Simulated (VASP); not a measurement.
# HRh12 in VASP: single point with PBE

Aim: the single point of HRh12 with PBE.

Program: VASP 6.6.1. These are calculated values, not measurements. Logs are shortened: lines on timing, memory, paths and dates and some standing lists are left out, and cuts for length are marked.

### Step 1. The cell of the first run

The cell holds a slab with vacuum, 13 atoms: a = 5.417 Å, b = 5.417 Å, c = 19.797 Å, α = 90.00°, β = 90.00°, γ = 120.00°.

### Step 2. Single point, PBE

INCAR

```
SYSTEM = HRh12
ALGO = Normal
DIPOL = 0.5 0.5 0.324
EDIFF = 1E-7
ENCUT = 520
GGA = PE
IDIPOL = 3
ISIF = 2
ISMEAR = 0
LASPH = .TRUE.
LCHARG = .TRUE.
LDIPOL = .TRUE.
LELF = .TRUE.
LREAL = .FALSE.
LVACPOTAV = .TRUE.
LVHAR = .TRUE.
LWAVE = .FALSE.
NBANDS = 102
NELM = 60
PREC = Accurate
SIGMA = 0.1
```

KPOINTS

```
k-points
0
G
  6 6 1
  0 0 0
```

POSCAR

```
HRh12
1.0
    5.4165863251      0.0000000000      0.0000000000
   -2.7082931626      4.6909013593      0.0000000000
    0.0000000000      0.0000000000     19.7966118206
Rh H
12 1
Direct
    0.3333333334      0.1666666667      0.2020547777
    0.3333333333      0.6666666667      0.2020547777
    0.8333333334      0.1666666667      0.2020547777
    0.8333333333      0.6666666667      0.2020547777
    0.1666666667      0.3333333333      0.3106031918
    0.1666666667      0.8333333333      0.3106031918
    0.6666666666      0.3333333333      0.3106031918
    0.6666666666      0.8333333333      0.3106031918
    0.0000000000      0.0000000000      0.4190925142
    0.0000000000      0.5000000000      0.4190925142
    0.5000000000      0.0000000000      0.4190925142
    0.5000000000      0.5000000000      0.4190925142
    0.0833333334      0.1666666667      0.4900626388
```

Potentials or basis: VASP PAW PBE potentials, release 64 (Rh_pv, H).

Command:

```
> cat potpaw_PBE.64/Rh_pv/POTCAR potpaw_PBE.64/H/POTCAR > POTCAR
> mpirun -np 1 vasp_std > vasp.out
```

OUTCAR:

```text
SYSTEM = HRh12
   EDIFF = 1E-7
   ENCUT = 520
   GGA = PE
   ISIF = 2
   ISMEAR = 0
   LASPH = .TRUE.
   LREAL = .FALSE.
   NELM = 60
   PREC = Accurate

 ion  position               nearest neighbor table
   1  0.333  0.167  0.202-   7 2.66   5 2.66   6 2.66   4 2.71   2 2.71   3 2.71   3 2.71   4 2.71
                             2 2.71
   2  0.333  0.667  0.202-   6 2.66   8 2.66   5 2.66   3 2.71   1 2.71   4 2.71   4 2.71   3 2.71
                             1 2.71
   3  0.833  0.167  0.202-   5 2.66   8 2.66   7 2.66   2 2.71   4 2.71   1 2.71   1 2.71   2 2.71
                             4 2.71
   4  0.833  0.667  0.202-   8 2.66   6 2.66   7 2.66   1 2.71   3 2.71   2 2.71   2 2.71   1 2.71
                             3 2.71
   5  0.167  0.333  0.311-  12 2.66   9 2.66  10 2.66   3 2.66   1 2.66   2 2.66   7 2.71   8 2.71
                             6 2.71   6 2.71   8 2.71   7 2.71
   6  0.167  0.833  0.311-  11 2.66  10 2.66   9 2.66   2 2.66   4 2.66   1 2.66   8 2.71   7 2.71
                             5 2.71   5 2.71   7 2.71   8 2.71
   7  0.667  0.333  0.311-  11 2.66  12 2.66  10 2.66   1 2.66   4 2.66   3 2.66   5 2.71   6 2.71
                             8 2.71   8 2.71   6 2.71   5 2.71
   8  0.667  0.833  0.311-  12 2.66  11 2.66   9 2.66   2 2.66   4 2.66   3 2.66   6 2.71   5 2.71
                             7 2.71   7 2.71   5 2.71   6 2.71
   9  0.000  0.000  0.419-  13 1.61   5 2.66   8 2.66   6 2.66  12 2.71  12 2.71  11 2.71  11 2.71
                            10 2.71  10 2.71
  10  0.000  0.500  0.419-   6 2.66   7 2.66   5 2.66  11 2.71  11 2.71  12 2.71  12 2.71   9 2.71
                             9 2.71
  11  0.500  0.000  0.419-   6 2.66   7 2.66   8 2.66  10 2.71  10 2.71   9 2.71   9 2.71  12 2.71
                            12 2.71
  12  0.500  0.500  0.419-   5 2.66   8 2.66   7 2.66   9 2.71   9 2.71  10 2.71  10 2.71  11 2.71
                            11 2.71
  13  0.083  0.167  0.490-   9 1.61

  LATTYP: Found a hexagonal cell.
 ALAT       =     5.4165863251
 C/A-ratio  =     3.6548133146

  Lattice vectors:

 A1 = (   5.4165863251,   0.0000000000,   0.0000000000)
 A2 = (  -2.7082931626,   4.6909013593,   0.0000000000)
 A3 = (   0.0000000000,   0.0000000000,  19.7966118206)

Analysis of symmetry for initial positions (statically):
=====================================================================
 Subroutine PRICEL returns:
 Original cell was already a primitive cell.

 Routine SETGRP: Setting up the symmetry group for a
 hexagonal supercell.

 Subroutine GETGRP returns: Found  2 space group operations
 (whereof  2 operations were pure point group operations)
 out of a pool of 24 trial point group operations.

The static configuration has the point symmetry C_1h.

Analysis of symmetry for dynamics (positions and initial velocities):
=====================================================================
 Subroutine PRICEL returns:
 Original cell was already a primitive cell.

[... 143 lines left out ...]
   LHFCALC =     F    Hartree Fock is set to
   AEXX    =    0.0000 exact exchange contribution
   IVDW    =     0    specifies the selected vdW correction
   LEPSILON=     F    determine dielectric tensor
   LRPA    =     F    only Hartree local field effects (RPA)
 non-spin polarized calculation
 Gauss-broadening in eV      SIGMA  =   0.10
  energy-cutoff  :      520.00
  volume of cell :      503.01
 maximum number of plane-waves:     13567
   NGX = 21   NGY = 21   NGZ = 73

 dipolmoment           0.000000      0.000000     -0.145041 electrons x Angstroem

 number of electron     181.0000009 magnetization

 dipolmoment           0.000000      0.000000      0.020588 electrons x Angstroem

 Free energy of the ion-electron system (eV)
  ---------------------------------------------------
  ext. energy  EPLUGINS =         0.00000000
  ---------------------------------------------------
  free energy    TOTEN  =       -84.31331088 eV

  energy without entropy =      -84.22008770  energy(sigma->0) =      -84.26669929

 E-fermi :   0.5155     XC(G=0):  -5.6115

 val. band max:        0.5140261467   @ k =   0.3333   0.3333   0.0000
 cond. band min:       0.5367393380   @ k =   0.1667   0.0000   0.0000
 fundamental gap:      0.0227131913
 Fermi energy:         0.5155171546

 k-point     1 :       0.0000    0.0000    0.0000
  band No.  band energies     occupation
      1     -46.5808      2.00000
      2     -46.5748      2.00000
      3     -46.5655      2.00000
      4     -46.4919      2.00000
      5     -46.4202      2.00000
      6     -46.3926      2.00000
[... 1354 lines left out ...]
    101       1.2038      0.00000
    102       1.2167      0.00000

------------------------ aborting loop because EDIFF is reached ----------------------------------------

  FORCE on cell =-STRESS in cart. coord.  units (eV):
  Direction    XX          YY          ZZ          XY          YZ          ZX
  --------------------------------------------------------------------------------------
  -------------------------------------------------------------------------------------
  Total       -5.7717438     -6.5810751      1.1685894      0.0000000      0.9051207     -0.0000000
  in kB      -18.3842024    -20.9620907      3.7221999      0.0000000      2.8829975     -0.0000000
  external PRESSURE =     -11.8746977 kB  Pullay stress =       0.0000000 kB

 VOLUME and BASIS-vectors are now :
 -----------------------------------------------------------------------------
  energy-cutoff  :      520.00
  volume of cell :      503.01
      direct lattice vectors                 reciprocal lattice vectors
     5.416586325  0.000000000  0.000000000     0.184618123  0.106589323  0.000000000
    -2.708293163  4.690901359  0.000000000     0.000000000  0.213178646  0.000000000
     0.000000000  0.000000000 19.796611821     0.000000000  0.000000000  0.050513694

 POSITION                                       TOTAL-FORCE (eV/Angst)
 -----------------------------------------------------------------------------------
      1.35415      0.78182      4.00000        -0.063398     -0.014886     -0.021037
     -0.00000      3.12727      4.00000         0.000000     -0.134029     -0.207291
      4.06244      0.78182      4.00000         0.063398     -0.014886     -0.021037
      2.70829      3.12727      4.00000        -0.000000      0.046386     -0.019724
      0.00000      1.56363      6.14889         0.000000     -0.035461     -0.034168
     -1.35415      3.90908      6.14889         0.004817     -0.054679      0.030889
      2.70829      1.56363      6.14889        -0.000000      0.041178     -0.083393
      1.35415      3.90908      6.14889        -0.004817     -0.054679      0.030889
      0.00000      0.00000      8.29661        -0.000000      0.047044      0.312137
     -1.35415      2.34545      8.29661         0.013460      0.066572      0.050764
      2.70829      0.00000      8.29661         0.000000     -0.086048     -0.090691
      1.35415      2.34545      8.29661        -0.013460      0.066572      0.050764
      0.00000      0.78182      9.70158        -0.000000      0.126916      0.001898
 -----------------------------------------------------------------------------------
    total drift:                               -0.000001      0.000013      0.000075

  FREE ENERGIE OF THE ION-ELECTRON SYSTEM (eV)
  ---------------------------------------------------
  free  energy   TOTEN  =       -84.3133108793 eV

  energy  without entropy=      -84.2200876981  energy(sigma->0) =      -84.26669929

 vacuum level on the upper side and lower side of the slab         5.711         5.564
```

OSZICAR:

```text
N       E                     dE             d eps       ncg     rms          rms(c)
DAV:   1     0.184805334012E+04    0.18481E+04   -0.11503E+05  3516   0.168E+03
DAV:   2    -0.215119044745E+02   -0.18696E+04   -0.18282E+04  2846   0.488E+02
DAV:   3    -0.869621281973E+02   -0.65450E+02   -0.60899E+02  3368   0.870E+01
[... 28 lines left out ...]
DAV:  32    -0.843133094079E+02   -0.20724E-05   -0.84696E-08  1720   0.848E-04    0.121E-03
DAV:  33    -0.843133102565E+02   -0.84862E-06   -0.44581E-08  1604   0.629E-04    0.688E-04
DAV:  34    -0.843133106640E+02   -0.40753E-06   -0.40683E-08  1604   0.532E-04    0.179E-04
DAV:  35    -0.843133107901E+02   -0.12609E-06   -0.95247E-09  1522   0.228E-04    0.131E-04
DAV:  36    -0.843133108793E+02   -0.89200E-07   -0.93613E-09  1460   0.175E-04
   1 F= -.84313311E+02 E0= -.84266699E+02  d E =-.932232E-01
```

stdout:

```text
POSCAR found type information on POSCAR RhH
 POSCAR found :  2 types and      13 ions
 scaLAPACK will be used
 LDA part: xc-table for (Slater+PW92), standard interpolation
 POSCAR, INCAR and KPOINTS ok, starting setup
 FFT: planning ... GRIDC
 FFT: planning ... GRID_SOFT
 FFT: planning ... GRID
 WAVECAR not read
 entering main loop
 -----------------------------------------------------------------------------
|                                                                             |
|           W    W    AA    RRRRR   N    N  II  N    N   GGGG   !!!           |
|           W    W   A  A   R    R  NN   N  II  NN   N  G    G  !!!           |
|           W    W  A    A  R    R  N N  N  II  N N  N  G       !!!           |
|           W WW W  AAAAAA  RRRRR   N  N N  II  N  N N  G  GGG   !            |
|           WW  WW  A    A  R   R   N   NN  II  N   NN  G    G                |
|           W    W  A    A  R    R  N    N  II  N    N   GGGG   !!!           |
|                                                                             |
|     Did not find any points to average over, which means that no vacuum     |
|     field-free region was found. Please increase the size of  your cell     |
|     in the dimension of the dipole correction to obtain accurate            |
|     workfunction values.                                                    |
|                                                                             |
 -----------------------------------------------------------------------------
```

It took 19 min on 1 thread of Intel Xeon 6975P-C (Granite Rapids), shared host; peak memory 0.78 GiB.

What came out:

| Quantity | Value |
| --- | --- |
| Free energy | -84.3133 eV |
| Largest force | 0.316 eV/Å |
| Band gap on the k mesh | zero (an odd number of electrons rules out a gap without spin polarisation) |

Forces in eV/Å, atoms in the order of the input:
```
Rh  -0.063 -0.015 -0.021
Rh   0.000 -0.134 -0.207
Rh   0.063 -0.015 -0.021
Rh   0.000  0.046 -0.020
Rh   0.000 -0.035 -0.034
Rh   0.005 -0.055  0.031
Rh   0.000  0.041 -0.083
Rh  -0.005 -0.055  0.031
Rh   0.000  0.047  0.312
Rh   0.013  0.067  0.051
Rh   0.000 -0.086 -0.091
Rh  -0.013  0.067  0.051
H    0.000  0.127  0.002
```
